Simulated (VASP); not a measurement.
# LiY3 (Fm-3m) in VASP: further runs

LiY3 is run at these levels: PBE; tasks: single point.

Everything below comes from runs of VASP 6.6.1. Logs are shortened: lines on timing, memory, paths and dates and some standing lists are left out, and cuts for length are marked.

## (1) The cell of the first run

It takes space group Fm-3m (No. 225, cubic). Conventional cell: a = 7.667 Å, b = 7.667 Å, c = 7.667 Å, α = 90.00°, β = 90.00°, γ = 90.00°. Within 4.4 Å of Li (site symmetry m-3m) lie 14 Y at 3.32 to 3.83 Å. Y (site symmetry -43m) has 4 Li at 3.32 Å and 10 Y at 3.32 to 3.83 Å within 4.4 Å. Within 4.4 Å of Y (site symmetry m-3m) lie 8 Y at 3.32 Å and 6 Li at 3.83 Å.

## (2) Single point, PBE

INCAR reads:

```
  PREC = Accurate
  ENCUT = 520
  EDIFF = 1E-6
  ISMEAR = -1
  SIGMA = 0.1
  LREAL = F
  LASPH = T
  NELM = 60
  ALGO = Normal
  ISIF = 2
  LWAVE = F
  LCHARG = T
  GGA = PE
  LELF = T
  LVHAR = T
  NBANDS = 26
```

KPOINTS reads:

```
regular mesh
0
Gamma
  5 5 5
```

POSCAR reads:

```
LiY3
1.0
    0.0000000000      3.8337400417      3.8337400417
    3.8337400417      0.0000000000      3.8337400417
    3.8337400417      3.8337400417      0.0000000000
Li Y
1 3
Direct
    0.0000000000      0.0000000000      0.0000000000
    0.2500000000      0.2500000000      0.2500000000
    0.7500000000      0.7500000000      0.7500000000
    0.5000000000      0.5000000000      0.5000000000
```

Potentials or basis: VASP PAW PBE potentials, release 64 (Li_sv, Y_sv).

On the command line:

```
> cat potpaw_PBE.64/Li_sv/POTCAR potpaw_PBE.64/Y_sv/POTCAR > POTCAR
> mpirun -np 1 vasp_std > vasp.out
```

OUTCAR:

```text
PREC = Accurate
   ENCUT = 520
   EDIFF = 1E-6
   ISMEAR = -1
   LREAL = F
   LASPH = T
   NELM = 60
   ISIF = 2
   GGA = PE

 ion  position               nearest neighbor table
   1  0.000  0.000  0.000-   3 3.32   3 3.32   3 3.32   2 3.32   2 3.32   2 3.32   3 3.32   2 3.32

   2  0.250  0.250  0.250-   1 3.32   1 3.32   1 3.32   4 3.32   4 3.32   4 3.32   4 3.32   1 3.32
                             3 3.83   3 3.83   3 3.83   3 3.83   3 3.83   3 3.83
   3  0.750  0.750  0.750-   4 3.32   4 3.32   4 3.32   1 3.32   1 3.32   1 3.32   4 3.32   1 3.32
                             2 3.83   2 3.83   2 3.83   2 3.83   2 3.83   2 3.83
   4  0.500  0.500  0.500-   2 3.32   2 3.32   2 3.32   3 3.32   3 3.32   3 3.32   3 3.32   2 3.32

  LATTYP: Found a face centered cubic cell.
 ALAT       =     7.6674800834

  Lattice vectors:

 A1 = (   0.0000000000,   3.8337400417,   3.8337400417)
 A2 = (   3.8337400417,   0.0000000000,   3.8337400417)
 A3 = (   3.8337400417,   3.8337400417,   0.0000000000)

Analysis of symmetry for initial positions (statically):
=====================================================================
 Subroutine PRICEL returns:
 Original cell was already a primitive cell.

 Routine SETGRP: Setting up the symmetry group for a
 face centered cubic supercell.

 Subroutine GETGRP returns: Found 48 space group operations
 (whereof 48 operations were pure point group operations)
 out of a pool of 48 trial point group operations.

The static configuration has the point symmetry O_h .

Analysis of symmetry for dynamics (positions and initial velocities):
=====================================================================
 Subroutine PRICEL returns:
 Original cell was already a primitive cell.

 Routine SETGRP: Setting up the symmetry group for a
 face centered cubic supercell.

 Subroutine GETGRP returns: Found 48 space group operations
 (whereof 48 operations were pure point group operations)
 out of a pool of 48 trial point group operations.

The dynamic configuration has the point symmetry O_h .

 Subroutine INISYM returns: Found 48 space group operations
 (whereof 48 operations are pure point group operations),
 and found     1 'primitive' translations

----------------------------------------------------------------------------------------

                                     Primitive cell

  volume of cell :     112.6933

  direct lattice vectors                    reciprocal lattice vectors
     0.000000000  3.833740042  3.833740042    -0.130420945  0.130420945  0.130420945
     3.833740042  0.000000000  3.833740042     0.130420945 -0.130420945  0.130420945
     3.833740042  3.833740042  0.000000000     0.130420945  0.130420945 -0.130420945

  length of vectors
     5.421727162  5.421727162  5.421727162     0.225895704  0.225895704  0.225895704

  position of ions in fractional coordinates (direct lattice)
     0.000000000  0.000000000  0.000000000
     0.250000000  0.250000000  0.250000000
     0.750000000  0.750000000  0.750000000
     0.500000000  0.500000000  0.500000000

  ion indices of the primitive-cell ions
   primitive index   ion index
                 1           1
                 2           2
                 3           3
                 4           4

----------------------------------------------------------------------------------------

 KPOINTS: regular mesh

Automatic generation of k-mesh.
 Grid dimensions read from file:
 generate k-points for:    5    5    5

 Generating k-lattice:

  Cartesian coordinates                     Fractional coordinates (reciprocal lattice)
    -0.026084189  0.026084189  0.026084189     0.200000000  0.000000000  0.000000000
     0.026084189 -0.026084189  0.026084189     0.000000000  0.200000000  0.000000000
     0.026084189  0.026084189 -0.026084189     0.000000000  0.000000000  0.200000000

  Length of vectors
     0.045179141  0.045179141  0.045179141

  Shift w.r.t. Gamma in fractional coordinates (k-lattice)
     0.000000000  0.000000000  0.000000000

 Subroutine IBZKPT returns following result:
 ===========================================

 Found     10 irreducible k-points:

 Following reciprocal coordinates:
            Coordinates               Weight
  0.000000  0.000000  0.000000      1.000000
  0.200000  0.000000  0.000000      8.000000
  0.400000  0.000000  0.000000      8.000000
  0.200000  0.200000  0.000000      6.000000
  0.400000  0.200000  0.000000     24.000000
 -0.400000  0.200000  0.000000     24.000000
 -0.200000  0.200000  0.000000     12.000000
  0.400000  0.400000  0.000000      6.000000
 -0.400000  0.400000  0.000000     12.000000
 -0.400000  0.400000  0.200000     24.000000
   k-points           NKPTS =     10   k-points in BZ     NKDIM =     10   number of bands    NBANDS=     26
   number of dos      NEDOS =    301   number of ions     NIONS =      4
   total plane-waves  NPLWV =  64000
   dimension x,y,z NGX =    40 NGY =   40 NGZ =   40
   dimension x,y,z NGXF=    80 NGYF=   80 NGZF=   80
   ions per type =               1   3
   NGX,Y,Z   is equivalent  to a cutoff of  12.27, 12.27, 12.27 a.u.
   NGXF,Y,Z  is equivalent  to a cutoff of  24.53, 24.53, 24.53 a.u.
 SYSTEM =  unknown system
   PREC   = accura    normal or accurate (medium, high low for compatibility)
   ISTART =      0    job   : 0-new  1-cont  2-samecut
   ICHARG =      2    charge: 1-file 2-atom 10-const
   ISPIN  =      1    spin polarized calculation?
   LNONCOLLINEAR =      F non collinear calculations
   LSORBIT =      F    spin-orbit coupling
   LASPH  =      T    aspherical Exc in radial PAW
   ENCUT  =  520.0 eV  38.22 Ry    6.18 a.u.  10.08 10.08 10.08*2*pi/ulx,y,z
   NELM   =     60;   NELMIN=  2; NELMDL= -5     # of ELM steps
   EDIFF  = 0.1E-05   stopping-criterion for ELM
   LREAL  =      F    real-space projection
   EDIFFG = 0.1E-04   stopping-criterion for IOM
   NSW    =      0    number of steps for IOM
   IBRION =     -1    ionic relax: 0-MD 1-quasi-New 2-CG
   NFREE  =      0    steps in history (QN), initial steepest desc. (CG)
   ISIF   =      2    stress and relaxation
   ISYM   =      2    0-nonsym 1-usesym 2-fastsym
   POTIM  = 0.5000    time-step for ionic-motion
   TEBEG  =    0.0;   TEEND  =   0.0 temperature during run
   PSTRESS=    0.0 pullay stress
   NELECT =      36.0000    total number of electrons
   NUPDOWN=      -1.0000    fix difference up-down
   EMIN   =  10.00;   EMAX   =-10.00  energy-range for DOS
   EFERMI =   0.00;   METHOD = LEGACY
   ISMEAR =    -1;   SIGMA  =   0.10  broadening in eV -4-tet -1-fermi 0-gaus
   EFERMI_NEDOS =   21; number of points for ismear=-14 and -15
   IALGO  =     38    algorithm
   IMIX   =      4    mixing-type and parameters
     AMIX     =   0.40;   BMIX     =  1.00
     AMIX_MAG =   1.60;   BMIX_MAG =  1.00
  volume/ion in A,a.u.               =      28.17       190.12
  Fermi-wavevector in a.u.,A,eV,Ry     =   1.119119  2.114829 17.040314  1.252428
  Thomas-Fermi vector in A             =   2.255756
   LORBIT       =      0    0 simple, 1 ext, 2 COOP (PROOUT), +10 PAW based schemes
   GGA     = PE    functional components
   LHFCALC =     F    Hartree Fock is set to
   AEXX    =    0.0000 exact exchange contribution
   IVDW    =     0    specifies the selected vdW correction
   LEPSILON=     F    determine dielectric tensor
   LRPA    =     F    only Hartree local field effects (RPA)
 non-spin polarized calculation
  energy-cutoff  :      520.00
  volume of cell :      112.69
 maximum number of plane-waves:      3071
   NGX = 21   NGY = 21   NGZ = 21

 number of electron      35.9999989 magnetization

 Free energy of the ion-electron system (eV)
  ---------------------------------------------------
  ext. energy  EPLUGINS =         0.00000000
  ---------------------------------------------------
  free energy    TOTEN  =       -20.49396456 eV

  energy without entropy =      -20.34167644  energy(sigma->0) =      -20.41782050

 E-fermi :   2.8282     XC(G=0):  -9.2232

 val. band max:        2.7943030730   @ k =   0.4000   0.0000   0.0000
 cond. band min:       2.9820099124   @ k =   0.4000   0.4000   0.0000
 fundamental gap:      0.1877068394
 Fermi energy:         2.8281698133

 k-point     1 :       0.0000    0.0000    0.0000
  band No.  band energies     occupation
      1     -42.6944      2.00000
      2     -39.9820      2.00000
      3     -39.9225      2.00000
      4     -39.7698      2.00000
      5     -20.0676      2.00000
      6     -20.0676      2.00000
[... 18 lines left out ...]
     25       6.4857      0.00000
     26       7.0841      0.00000

 k-point     2 :       0.2000    0.0000    0.0000
  band No.  band energies     occupation
      1     -42.6943      2.00000
      2     -39.9725      2.00000
      3     -39.9251      2.00000
      4     -39.7769      2.00000
      5     -20.1181      2.00000
      6     -20.1069      2.00000
[... 18 lines left out ...]
     25       5.8503      0.00000
     26       6.9707      0.00000

 k-point     3 :       0.4000    0.0000    0.0000
  band No.  band energies     occupation
      1     -42.6943      2.00000
      2     -39.9523      2.00000
      3     -39.9328      2.00000
      4     -39.7898      2.00000
      5     -20.1451      2.00000
      6     -20.1451      2.00000
[... 18 lines left out ...]
     25       4.9258      0.00000
     26       6.9432      0.00000

 k-point     4 :       0.2000    0.2000    0.0000
  band No.  band energies     occupation
      1     -42.6943      2.00000
      2     -39.9695      2.00000
      3     -39.9257      2.00000
      4     -39.7794      2.00000
      5     -20.1549      2.00000
      6     -20.1549      2.00000
[... 18 lines left out ...]
     25       6.0424      0.00000
     26       6.3341      0.00000

 k-point     5 :       0.4000    0.2000    0.0000
  band No.  band energies     occupation
      1     -42.6943      2.00000
      2     -39.9533      2.00000
      3     -39.9304      2.00000
      4     -39.7912      2.00000
      5     -20.1893      2.00000
      6     -20.1790      2.00000
[... 18 lines left out ...]
     25       5.6667      0.00000
     26       6.1766      0.00000

 k-point     6 :      -0.4000    0.2000    0.0000
  band No.  band energies     occupation
      1     -42.6943      2.00000
      2     -39.9429      2.00000
      3     -39.9358      2.00000
      4     -39.7963      2.00000
      5     -20.1769      2.00000
      6     -20.1702      2.00000
[... 18 lines left out ...]
     25       4.8829      0.00000
     26       6.3728      0.00000

 k-point     7 :      -0.2000    0.2000    0.0000
  band No.  band energies     occupation
      1     -42.6943      2.00000
      2     -39.9595      2.00000
      3     -39.9288      2.00000
      4     -39.7865      2.00000
      5     -20.1498      2.00000
      6     -20.1381      2.00000
[... 18 lines left out ...]
     25       5.5483      0.00000
     26       6.4144      0.00000

 k-point     8 :       0.4000    0.4000    0.0000
  band No.  band energies     occupation
      1     -42.6942      2.00000
      2     -39.9457      2.00000
      3     -39.9307      2.00000
      4     -39.7986      2.00000
      5     -20.2328      2.00000
      6     -20.2328      2.00000
[... 18 lines left out ...]
     25       4.9216      0.00000
     26       6.2564      0.00000

 k-point     9 :      -0.4000    0.4000    0.0000
  band No.  band energies     occupation
      1     -42.6943      2.00000
      2     -39.9392      2.00000
      3     -39.9338      2.00000
      4     -39.8021      2.00000
      5     -20.2268      2.00000
      6     -20.2219      2.00000
[... 18 lines left out ...]
     25       5.6223      0.00000
     26       5.7708      0.00000

 k-point    10 :      -0.4000    0.4000    0.2000
  band No.  band energies     occupation
      1     -42.6943      2.00000
      2     -39.9412      2.00000
      3     -39.9340      2.00000
      4     -39.7999      2.00000
      5     -20.2342      2.00000
      6     -20.1518      2.00000
[... 18 lines left out ...]
     25       5.5292      0.00000
     26       5.9946      0.00000

------------------------ aborting loop because EDIFF is reached ----------------------------------------

  FORCE on cell =-STRESS in cart. coord.  units (eV):
  Direction    XX          YY          ZZ          XY          YZ          ZX
  --------------------------------------------------------------------------------------
  -------------------------------------------------------------------------------------
  Total        1.2708196      1.2708196      1.2708196     -0.0000000      0.0000000     -0.0000000
  in kB       18.0674354     18.0674354     18.0674354     -0.0000000      0.0000000     -0.0000000
  external PRESSURE =      18.0674354 kB  Pullay stress =       0.0000000 kB

 VOLUME and BASIS-vectors are now :
 -----------------------------------------------------------------------------
  energy-cutoff  :      520.00
  volume of cell :      112.69
      direct lattice vectors                 reciprocal lattice vectors
     0.000000000  3.833740042  3.833740042    -0.130420945  0.130420945  0.130420945
     3.833740042  0.000000000  3.833740042     0.130420945 -0.130420945  0.130420945
     3.833740042  3.833740042  0.000000000     0.130420945  0.130420945 -0.130420945

 POSITION                                       TOTAL-FORCE (eV/Angst)
 -----------------------------------------------------------------------------------
      0.00000      0.00000      0.00000         0.000000      0.000000      0.000000
      1.91687      1.91687      1.91687         0.000000     -0.000000     -0.000000
      5.75061      5.75061      5.75061        -0.000000      0.000000      0.000000
      3.83374      3.83374      3.83374         0.000000      0.000000      0.000000
 -----------------------------------------------------------------------------------
    total drift:                               -0.000000      0.000000      0.000000

  FREE ENERGIE OF THE ION-ELECTRON SYSTEM (eV)
  ---------------------------------------------------
  free  energy   TOTEN  =       -20.4939645610 eV

  energy  without entropy=      -20.3416764361  energy(sigma->0) =      -20.41782050
```

Wall time 85 s (1 thread of Intel Xeon 8259CL, shared host); peak memory 0.25 GiB.

Results:

| Item | Value |
| --- | --- |
| Free energy | -20.4940 eV |
| Band gap on the k mesh | zero (bands 18 and 19 overlap by 0.59 eV) |

Caveat: the cutoff is under 1.25 times the usual one of these potentials, so pressure, stress and relaxed cells hold a basis-set (Pulay) error.

(Continued in part 2 of 2.)

The gap in the log of VASP goes by the Fermi energy; the results here count the filled bands.